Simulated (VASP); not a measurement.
# CuO (C2/c) in VASP: a series of runs, part 2 of 3

VASP 6.6.1. Earlier steps stand in the parts before.

## 3. Single point, PBE+D3(BJ)

This run uses another cell than the first one, of 10.34 Å³/atom.

Input file INCAR:

```
PREC     = Accurate       # precision mode
ENCUT    = 820            # plane-wave cutoff, eV
EDIFF    = 1E-6           # SCF threshold, eV
ISMEAR   = -1             # smearing method
SIGMA    = 0.05           # smearing width, eV
LREAL    = False          # projectors in reciprocal space
LASPH    = True           # aspherical terms in the spheres
NELM     = 120            # most SCF steps
ALGO     = Normal         # electronic algorithm
ISIF     = 2              # what is computed and relaxed
LWAVE    = False          # write WAVECAR
LCHARG   = True           # write CHGCAR
GGA      = PE             # functional
IVDW     = 12             # dispersion correction
LELF     = True           # ELF
LVHAR    = True         
NBANDS   = 33             # bands
GGA_COMPAT= False
```

Input file KPOINTS:

```
regular mesh
0
Gamma
  10 10 5
```

Input file POSCAR:

```
CuO
1.0
    2.3573593924     -1.7226334429      0.0000000000
    2.3573593924      1.7226334429      0.0000000000
   -0.8556569116      0.0000000000      5.0913661947
Cu O
2 2
Direct
    0.5000000000      0.0000000000      0.5000000000
    0.0000000000      0.5000000000      0.0000000000
    0.4184000000      0.5816000000      0.7500000000
    0.5816000000      0.4184000000      0.2500000000
```

Potentials or basis: VASP PAW PBE potentials, release 64 (Cu_sv_GW, O).

Command:

```bash
$ cat potpaw_PBE.64/Cu_sv_GW/POTCAR potpaw_PBE.64/O/POTCAR > POTCAR
$ mpirun -np 1 vasp_std > vasp.out
```

OUTCAR:

```text
PREC = Accurate
   ENCUT = 820
   EDIFF = 1E-6
   ISMEAR = -1
   LREAL = False
   LASPH = True
   NELM = 120
   ISIF = 2
   GGA = PE
   IVDW = 12
 IVDW          = 12

 ion  position               nearest neighbor table
   1  0.500  0.000  0.500-   3 1.96   4 1.96   4 1.97   3 1.97
   2  0.000  0.500  0.000-   4 1.96   3 1.96   4 1.97   3 1.97
   3  0.418  0.582  0.750-   2 1.96   1 1.96   2 1.97   1 1.97
   4  0.582  0.418  0.250-   1 1.96   2 1.96   2 1.97   1 1.97

  LATTYP: Found a base centered monoclinic cell.
[... 1069 lines left out ...]
  FORCE on cell =-STRESS in cart. coord.  units (eV):
  Direction    XX          YY          ZZ          XY          YZ          ZX
  --------------------------------------------------------------------------------------
  -------------------------------------------------------------------------------------
  Total      -0.92611    -0.28908    -1.18253     0.00000     0.00000    -0.17342
  in kB     -35.88322   -11.20066   -45.81844     0.00000     0.00000    -6.71918
  external pressure =      -30.97 kB  Pullay stress =        0.00 kB

 VOLUME and BASIS-vectors are now :
 -----------------------------------------------------------------------------
  energy-cutoff  :      820.00
  volume of cell :       41.35
      direct lattice vectors                 reciprocal lattice vectors
     2.357359392 -1.722633443  0.000000000     0.212101728 -0.290253276  0.035645896
     2.357359392  1.722633443  0.000000000     0.212101728  0.290253276  0.035645896
    -0.855656912  0.000000000  5.091366195     0.000000000  0.000000000  0.196410936

 POSITION                                       TOTAL-FORCE (eV/Angst)
 -----------------------------------------------------------------------------------
      0.75085     -0.86132      2.54568        -0.000000      0.000000      0.000000
      1.17868      0.86132      0.00000        -0.000000      0.000000      0.000000
      1.71562      0.28113      3.81852        -0.000000     -0.315964     -0.000000
      2.14345     -0.28113      1.27284         0.000000      0.315964      0.000000
 -----------------------------------------------------------------------------------
    total drift:                                0.000000      0.000000      0.000000

  FREE ENERGIE OF THE ION-ELECTRON SYSTEM (eV)
  ---------------------------------------------------
  free  energy   TOTEN  =       -20.8273698598 eV

  energy  without entropy=      -20.8077776328  energy(sigma->0) =      -20.81757375
```

stdout:

```text
POSCAR found type information on POSCAR CuO
 POSCAR found :  2 types and       4 ions
 scaLAPACK will be used
 LDA part: xc-table for (Slater+PW92), standard interpolation
 POSCAR, INCAR and KPOINTS ok, starting setup
 FFT: planning ... GRIDC
 FFT: planning ... GRID_SOFT
 FFT: planning ... GRID
 WAVECAR not read
 entering main loop
```

Wall time 6.6 min (1 thread of Intel Xeon Platinum 8259CL at 2.50GHz (Skylake/Cascade Lake), shared host); peak memory 0.47 GiB.

What came out:

```yaml
Free_energy: -20.8274 eV
Pressure: -3.1 GPa
Largest_force: 0.316 eV/Å
Band_gap_on_the_k_mesh: zero (bands 25 and 26 overlap by 0.60 eV)
Dispersion_energy_per_atom: -0.277 eV
```

Forces on the atoms (eV/Å):
```
Cu   0.000  0.000  0.000
Cu   0.000  0.000  0.000
O    0.000 -0.316  0.000
O    0.000  0.316  0.000
```

Levels at points of the mesh, in eV from the Fermi level:
| k point | band 21 | band 22 | band 23 | band 24 | band 25 | band 26 | band 27 | band 28 | band 29 | band 30 |
| --- | --- | --- | --- | --- | --- | --- | --- | --- | --- | --- |
| (0.00, 0.00, 0.00) | -2.33 | -2.16 | -2.11 | -1.62 | 0.20 | 0.92 | 1.61 | 5.96 | 8.00 | 13.24 |
| (0.50, 0.00, 0.00) | -2.00 | -1.57 | -1.48 | -1.38 | 0.00 | 0.26 | 4.82 | 6.18 | 6.82 | 10.96 |
| (0.50, 0.50, 0.00) | -2.09 | -2.07 | -1.64 | -1.19 | -0.65 | 1.05 | 3.35 | 6.97 | 8.42 | 9.82 |

Caveat: the cell stands under tension; semilocal functionals often make such compounds metallic where correlation or magnetic order opens a gap, which also shifts bond lengths.

## 4. Single point, PBE

This run uses another cell than the first one, of 10.13 Å³/atom.

Input file INCAR:

```
SYSTEM = CuO
ALGO     = Normal         ! electronic algorithm
EDIFF    = 1E-6           ! SCF threshold, eV
ENCUT    = 820            ! plane-wave cutoff, eV
GGA      = PE             ! functional
GGA_COMPAT= .FALSE.      
ISIF     = 2              ! what is computed and relaxed
ISMEAR   = 0              ! smearing method
LASPH    = .TRUE.         ! aspherical terms in the spheres
LCHARG   = .TRUE.         ! write CHGCAR
LELF     = .TRUE.         ! ELF
LREAL    = .FALSE.        ! projectors in reciprocal space
LVHAR    = .TRUE.       
LWAVE    = .FALSE.        ! write WAVECAR
NBANDS   = 33             ! bands
NELM     = 120            ! most SCF steps
PREC     = Accurate       ! precision mode
SIGMA    = 0.014          ! smearing width, eV
```

Input file KPOINTS:

```
k-points
0
G
  10 10 5
  0 0 0
```

Input file POSCAR:

```
CuO
1.0
    2.3418500000     -1.7113000000      0.0000000000
    2.3418500000      1.7113000000      0.0000000000
   -0.8500274268      0.0000000000      5.0578693947
Cu O
2 2
Direct
    0.5000000000      0.0000000000      0.5000000000
    0.0000000000      0.5000000000      0.0000000000
    0.4184000000      0.5816000000      0.7500000000
    0.5816000000      0.4184000000      0.2500000000
```

Command:

```bash
$ cat potpaw_PBE.64/Cu_sv_GW/POTCAR potpaw_PBE.64/O/POTCAR > POTCAR
$ mpirun -np 1 vasp_std > vasp.out
```

Run time: 10 min. Hardware: 1 thread of Intel Xeon Platinum 8259CL at 2.50GHz (Skylake/Cascade Lake), shared host; peak memory 0.45 GiB.

Results (log left out):

| Property | Result |
| --- | --- |
| Free energy | -19.6890 eV |
| Pressure | 4.8 GPa |
| Largest force | 0.255 eV/Å |
| Band gap on the k mesh | zero (bands 25 and 26 overlap by 0.60 eV) |

Forces on the atoms (eV/Å):
```
Cu   0.000  0.000  0.000
Cu   0.000  0.000  0.000
O    0.000 -0.255  0.000
O    0.000  0.255  0.000
```

Stress tensor (GPa, compression positive):
```
 4.63  0.00 -1.28
 0.00  5.98  0.00
-1.28  0.00  3.87
```

Levels at points of the mesh, in eV from the Fermi level:
```tsv
k point	band 23	band 24	band 25	band 26	band 27	band 28
(0.00, 0.00, 0.00)	-2.16	-1.66	0.21	0.95	1.69	5.99
(0.50, 0.00, 0.00)	-1.52	-1.42	0.01	0.26	4.82	6.26
(0.50, 0.50, 0.00)	-1.65	-1.22	-0.66	1.07	3.30	7.05
```

Caveat: the cell stands under pressure; semilocal functionals often make such compounds metallic where correlation or magnetic order opens a gap, which also shifts bond lengths. With open d or f shells a metallic result of PBE can be an artefact of self-interaction; +U or a hybrid may open a gap.

[end of part 2 of 3]
